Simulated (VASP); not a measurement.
# CdSe in VASP: notebook

Runs on CdSe. Level: PBEsol. Tasks: single point.

Program: VASP 6.6.1. These are calculated values, not measurements. Logs are shortened: lines on timing, memory, paths and dates and some standing lists are left out, and cuts for length are marked.

## 1. The cell of the first run

It takes space group F-43m (No. 216, cubic). Conventional cell: a = 6.052 Å, b = 6.052 Å, c = 6.052 Å, α = 90.00°, β = 90.00°, γ = 90.00°. Cd (site symmetry -43m) has 4 Se at 2.62 Å within 3.5 Å. Se (site symmetry -43m) has 4 Cd at 2.62 Å within 3.5 Å.

## 2. Single point, PBEsol

INCAR

```
PREC = Accurate
ENCUT = 500
EDIFF = 1E-6
ISMEAR = 0
SIGMA = 0.01
LREAL = F
LASPH = T
NELM = 120
ALGO = Normal
ISIF = 2
LWAVE = F
LCHARG = T
GGA = PS
LELF = T
LVHAR = T
NBANDS = 16
GGA_COMPAT = F
```

KPOINTS

```
regular mesh
0
Gamma
  6 6 6
```

POSCAR

```
CdSe
1.0
    0.0000000000      3.0261403398      3.0261403398
    3.0261403398      0.0000000000      3.0261403398
    3.0261403398      3.0261403398      0.0000000000
Cd Se
1 1
Direct
    0.0000000000      0.0000000000      0.0000000000
    0.7500000000      0.7500000000      0.7500000000
```

Potentials or basis: VASP PAW PBE potentials, release 64 (Cd, Se).

The run is started by

```console
$ cat potpaw_PBE.64/Cd/POTCAR potpaw_PBE.64/Se/POTCAR > POTCAR
$ mpirun -np 1 vasp_std > vasp.out
```

OUTCAR:

```text
PREC = Accurate
   ENCUT = 500
   EDIFF = 1E-6
   ISMEAR = 0
   LREAL = F
   LASPH = T
   NELM = 120
   ISIF = 2
   GGA = PS

 ion  position               nearest neighbor table
   1  0.000  0.000  0.000-   2 2.62   2 2.62   2 2.62   2 2.62
   2  0.750  0.750  0.750-   1 2.62   1 2.62   1 2.62   1 2.62

  LATTYP: Found a face centered cubic cell.
 ALAT       =     6.0522806796

  Lattice vectors:

 A1 = (   0.0000000000,   3.0261403398,   3.0261403398)
 A2 = (   3.0261403398,   0.0000000000,   3.0261403398)
 A3 = (   3.0261403398,   3.0261403398,   0.0000000000)

Analysis of symmetry for initial positions (statically):
=====================================================================
 Subroutine PRICEL returns:
 Original cell was already a primitive cell.

 Routine SETGRP: Setting up the symmetry group for a
 face centered cubic supercell.

 Subroutine GETGRP returns: Found 24 space group operations
 (whereof 24 operations were pure point group operations)
 out of a pool of 48 trial point group operations.

The static configuration has the point symmetry T_d .

Analysis of symmetry for dynamics (positions and initial velocities):
=====================================================================
 Subroutine PRICEL returns:
 Original cell was already a primitive cell.

 Routine SETGRP: Setting up the symmetry group for a
 face centered cubic supercell.

 Subroutine GETGRP returns: Found 24 space group operations
 (whereof 24 operations were pure point group operations)
 out of a pool of 48 trial point group operations.

The dynamic configuration has the point symmetry T_d .

 Subroutine INISYM returns: Found 24 space group operations
 (whereof 24 operations are pure point group operations),
 and found     1 'primitive' translations

----------------------------------------------------------------------------------------

                                     Primitive cell

  volume of cell :      55.4239

  direct lattice vectors                    reciprocal lattice vectors
     0.000000000  3.026140340  3.026140340    -0.165226970  0.165226970  0.165226970
     3.026140340  0.000000000  3.026140340     0.165226970 -0.165226970  0.165226970
     3.026140340  3.026140340  0.000000000     0.165226970  0.165226970 -0.165226970

  length of vectors
     4.279608710  4.279608710  4.279608710     0.286181507  0.286181507  0.286181507

  position of ions in fractional coordinates (direct lattice)
     0.000000000  0.000000000  0.000000000
     0.750000000  0.750000000  0.750000000

  ion indices of the primitive-cell ions
   primitive index   ion index
                 1           1
                 2           2

----------------------------------------------------------------------------------------

 KPOINTS: regular mesh

Automatic generation of k-mesh.
 Grid dimensions read from file:
 generate k-points for:    6    6    6

 Generating k-lattice:

  Cartesian coordinates                     Fractional coordinates (reciprocal lattice)
    -0.027537828  0.027537828  0.027537828     0.166666667  0.000000000  0.000000000
     0.027537828 -0.027537828  0.027537828     0.000000000  0.166666667  0.000000000
     0.027537828  0.027537828 -0.027537828     0.000000000  0.000000000  0.166666667

  Length of vectors
     0.047696918  0.047696918  0.047696918

  Shift w.r.t. Gamma in fractional coordinates (k-lattice)
     0.000000000  0.000000000  0.000000000

 Subroutine IBZKPT returns following result:
 ===========================================

 Found     16 irreducible k-points:

 Following reciprocal coordinates:
            Coordinates               Weight
  0.000000  0.000000  0.000000      1.000000
  0.166667  0.000000  0.000000      8.000000
  0.333333  0.000000  0.000000      8.000000
  0.500000  0.000000  0.000000      4.000000
  0.166667  0.166667  0.000000      6.000000
  0.333333  0.166667  0.000000     24.000000
[... 8 lines left out ...]
 -0.333333  0.333333  0.166667     24.000000
 -0.333333  0.500000  0.166667     12.000000
   k-points           NKPTS =     16   k-points in BZ     NKDIM =     16   number of bands    NBANDS=     16
   number of dos      NEDOS =    301   number of ions     NIONS =      2
   total plane-waves  NPLWV =  32768
   dimension x,y,z NGX =    32 NGY =   32 NGZ =   32
   dimension x,y,z NGXF=    64 NGYF=   64 NGZF=   64
   ions per type =               1   1
   NGX,Y,Z   is equivalent  to a cutoff of  12.43, 12.43, 12.43 a.u.
   NGXF,Y,Z  is equivalent  to a cutoff of  24.86, 24.86, 24.86 a.u.
 SYSTEM =  unknown system
   PREC   = accura    normal or accurate (medium, high low for compatibility)
   ISTART =      0    job   : 0-new  1-cont  2-samecut
   ICHARG =      2    charge: 1-file 2-atom 10-const
   ISPIN  =      1    spin polarized calculation?
   LNONCOLLINEAR =      F non collinear calculations
   LSORBIT =      F    spin-orbit coupling
   LASPH  =      T    aspherical Exc in radial PAW
   ENCUT  =  500.0 eV  36.75 Ry    6.06 a.u.   7.80  7.80  7.80*2*pi/ulx,y,z
   NELM   =    120;   NELMIN=  2; NELMDL= -5     # of ELM steps
   EDIFF  = 0.1E-05   stopping-criterion for ELM
   LREAL  =      F    real-space projection
   EDIFFG = 0.1E-04   stopping-criterion for IOM
   NSW    =      0    number of steps for IOM
   IBRION =     -1    ionic relax: 0-MD 1-quasi-New 2-CG
   NFREE  =      0    steps in history (QN), initial steepest desc. (CG)
   ISIF   =      2    stress and relaxation
   ISYM   =      2    0-nonsym 1-usesym 2-fastsym
   POTIM  = 0.5000    time-step for ionic-motion
   TEBEG  =    0.0;   TEEND  =   0.0 temperature during run
   PSTRESS=    0.0 pullay stress
   NELECT =      18.0000    total number of electrons
   NUPDOWN=      -1.0000    fix difference up-down
   EMIN   =  10.00;   EMAX   =-10.00  energy-range for DOS
   EFERMI =   0.00;   METHOD = LEGACY
   ISMEAR =     0;   SIGMA  =   0.01  broadening in eV -4-tet -1-fermi 0-gaus
   EFERMI_NEDOS =   21; number of points for ismear=-14 and -15
   IALGO  =     38    algorithm
   IMIX   =      4    mixing-type and parameters
     AMIX     =   0.40;   BMIX     =  1.00
     AMIX_MAG =   1.60;   BMIX_MAG =  1.00
  volume/ion in A,a.u.               =      27.71       187.01
  Fermi-wavevector in a.u.,A,eV,Ry     =   1.125296  2.126500 17.228923  1.266290
  Thomas-Fermi vector in A             =   2.261972
   LORBIT       =      0    0 simple, 1 ext, 2 COOP (PROOUT), +10 PAW based schemes
   GGA     = PS    functional components
   LHFCALC =     F    Hartree Fock is set to
   AEXX    =    0.0000 exact exchange contribution
   IVDW    =     0    specifies the selected vdW correction
   LEPSILON=     F    determine dielectric tensor
   LRPA    =     F    only Hartree local field effects (RPA)
 non-spin polarized calculation
 Gauss-broadening in eV      SIGMA  =   0.01
  energy-cutoff  :      500.00
  volume of cell :       55.42
 maximum number of plane-waves:      1420
   NGX = 15   NGY = 15   NGZ = 15

 number of electron      17.9999997 magnetization

 Free energy of the ion-electron system (eV)
  ---------------------------------------------------
  ext. energy  EPLUGINS =         0.00000000
  ---------------------------------------------------
  free energy    TOTEN  =        -6.16857608 eV

  energy without entropy =       -6.16857608  energy(sigma->0) =       -6.16857608

 E-fermi :   1.0612     XC(G=0):  -9.1660

 val. band max:        0.9357822067   @ k =   0.0000   0.0000   0.0000
 cond. band min:       1.4455132247   @ k =   0.0000   0.0000   0.0000
 fundamental gap:      0.5097310180
 Fermi energy:         1.0611649783

 k-point     1 :       0.0000    0.0000    0.0000
  band No.  band energies     occupation
      1     -11.7735      2.00000
      2      -7.0341      2.00000
      3      -7.0341      2.00000
      4      -7.0341      2.00000
      5      -6.6366      2.00000
      6      -6.6366      2.00000
[... 8 lines left out ...]
     15      12.0330      0.00000
     16      12.0330      0.00000

 k-point     2 :       0.1667    0.0000    0.0000
  band No.  band energies     occupation
      1     -11.6766      2.00000
      2      -7.0037      2.00000
      3      -7.0037      2.00000
      4      -6.9462      2.00000
      5      -6.6377      2.00000
      6      -6.6377      2.00000
[... 8 lines left out ...]
     15      11.0023      0.00000
     16      11.3195      0.00000

 k-point     3 :       0.3333    0.0000    0.0000
  band No.  band energies     occupation
      1     -11.4792      2.00000
      2      -6.9530      2.00000
      3      -6.9530      2.00000
      4      -6.6344      2.00000
      5      -6.6263      2.00000
      6      -6.6263      2.00000
[... 8 lines left out ...]
     15      11.4474      0.00000
     16      11.4474      0.00000

 k-point     4 :       0.5000    0.0000    0.0000
  band No.  band energies     occupation
      1     -11.3793      2.00000
      2      -6.9349      2.00000
      3      -6.9349      2.00000
      4      -6.6117      2.00000
      5      -6.6117      2.00000
      6      -6.3317      2.00000
[... 8 lines left out ...]
     15      13.0634      0.00000
     16      13.0634      0.00000
[... 172 lines left out ...]
 k-point    14 :       0.5000    0.3333    0.1667
  band No.  band energies     occupation
      1     -11.3516      2.00000
      2      -6.8800      2.00000
      3      -6.8723      2.00000
      4      -6.7126      2.00000
      5      -6.6090      2.00000
      6      -6.3957      2.00000
[... 8 lines left out ...]
     15      13.0526      0.00000
     16      14.0509      0.00000

 k-point    15 :      -0.3333    0.3333    0.1667
  band No.  band energies     occupation
      1     -11.2873      2.00000
      2      -6.8738      2.00000
      3      -6.8434      2.00000
      4      -6.6716      2.00000
      5      -6.6258      2.00000
      6      -6.1893      2.00000
[... 8 lines left out ...]
     15      12.7811      0.00000
     16      13.9796      0.00000

 k-point    16 :      -0.3333    0.5000    0.1667
  band No.  band energies     occupation
      1     -11.2560      2.00000
      2      -6.8406      2.00000
      3      -6.8141      2.00000
      4      -6.7051      2.00000
      5      -6.6079      2.00000
      6      -6.1620      2.00000
[... 8 lines left out ...]
     15      13.7172      0.00000
     16      13.9131      0.00000

------------------------ aborting loop because EDIFF is reached ----------------------------------------

  FORCE on cell =-STRESS in cart. coord.  units (eV):
  Direction    XX          YY          ZZ          XY          YZ          ZX
  --------------------------------------------------------------------------------------
  -------------------------------------------------------------------------------------
  Total        0.4008066      0.4008066      0.4008066      0.0000000      0.0000000     -0.0000000
  in kB       11.5863939     11.5863939     11.5863939      0.0000000      0.0000000     -0.0000000
  external PRESSURE =      11.5863939 kB  Pullay stress =       0.0000000 kB

 VOLUME and BASIS-vectors are now :
 -----------------------------------------------------------------------------
  energy-cutoff  :      500.00
  volume of cell :       55.42
      direct lattice vectors                 reciprocal lattice vectors
     0.000000000  3.026140340  3.026140340    -0.165226970  0.165226970  0.165226970
     3.026140340  0.000000000  3.026140340     0.165226970 -0.165226970  0.165226970
     3.026140340  3.026140340  0.000000000     0.165226970  0.165226970 -0.165226970

 POSITION                                       TOTAL-FORCE (eV/Angst)
 -----------------------------------------------------------------------------------
      0.00000      0.00000      0.00000        -0.000000     -0.000000     -0.000000
      4.53921      4.53921      4.53921         0.000000      0.000000      0.000000
 -----------------------------------------------------------------------------------
    total drift:                               -0.000000     -0.000000     -0.000000

  FREE ENERGIE OF THE ION-ELECTRON SYSTEM (eV)
  ---------------------------------------------------
  free  energy   TOTEN  =        -6.1685760790 eV

  energy  without entropy=       -6.1685760790  energy(sigma->0) =       -6.16857608
```

It took 7.9 s on 1 thread of AMD EPYC 9R45 (Zen 5), shared host; peak memory 0.15 GiB.

Results:

```
Free energy            : -6.1686 eV
Pressure               : 1.2 GPa
Band gap on the k mesh : 0.51 eV
```

Levels at points of the mesh, in eV from the valence-band top:
| k point | band 7 | band 8 | band 9 | band 10 | band 11 | band 12 |
| --- | --- | --- | --- | --- | --- | --- |
| (0.00, 0.00, 0.00) | 0.00 | 0.00 | 0.00 | 0.51 | 5.85 | 5.85 |
| (0.50, 0.00, 0.00) | -4.54 | -0.78 | -0.78 | 2.30 | 6.36 | 6.36 |
| (0.50, 0.50, 0.00) | -4.20 | -1.93 | -1.93 | 2.97 | 3.68 | 9.05 |

Caveat: semilocal functionals underestimate gaps, and a narrow one can read as zero; the PAW data sets were made with another functional, which shifts forces and pressure a little.

## 3. Single point, PBEsol

This run uses another cell than the first one, of 28.56 Å³/atom.

INCAR

```
SYSTEM = CdSe
PREC = Accurate
ENCUT = 500
EDIFF = 1E-6
ISMEAR = 0
SIGMA = 0.01
LREAL = .FALSE.
LASPH = .TRUE.
NELM = 120
ALGO = Normal
ISIF = 2
LWAVE = .FALSE.
LCHARG = .FALSE.
GGA = PS
NBANDS = 16
GGA_COMPAT = .FALSE.
```

KPOINTS

```
Automatic mesh
0
G
  6 6 6
  0 0 0
```

POSCAR

```
CdSe
1.0
    0.0000000000      3.0565538106      3.0565538106
    3.0565538106      0.0000000000      3.0565538106
    3.0565538106      3.0565538106      0.0000000000
Cd Se
1 1
Direct
    0.0000000000      0.0000000000      0.0000000000
    0.7500000000      0.7500000000      0.7500000000
```

Potentials or basis: VASP PAW PBE potentials, release 64 (Cd, Se).

The run is started by

```console
$ cat potpaw_PBE.64/Cd/POTCAR potpaw_PBE.64/Se/POTCAR > POTCAR
$ mpirun -np 1 vasp_std > vasp.out
```

It took 7.3 s on 1 thread of AMD EPYC 9R45 (Zen 5), shared host; peak memory 0.15 GiB.

Results (log left out):

* Free energy: -6.1722 eV
* Pressure: -0.5 GPa
* Band gap on the k mesh: 0.45 eV

Levels at points of the mesh, in eV from the valence-band top:
```csv
k point,band 6,band 7,band 8,band 9,band 10,band 11,band 12,band 13
"(0.00, 0.00, 0.00)",-7.50,0.00,0.00,0.00,0.45,5.85,5.85,5.85
"(0.50, 0.00, 0.00)",-7.22,-4.36,-0.74,-0.74,2.27,6.36,6.36,7.24
"(0.50, 0.50, 0.00)",-7.16,-4.06,-1.83,-1.83,3.03,3.66,8.91,10.04
```

Caveat: semilocal functionals underestimate gaps, and a narrow one can read as zero; the PAW data sets were made with another functional, which shifts forces and pressure a little.

(Part 1 of 2 ends here.)
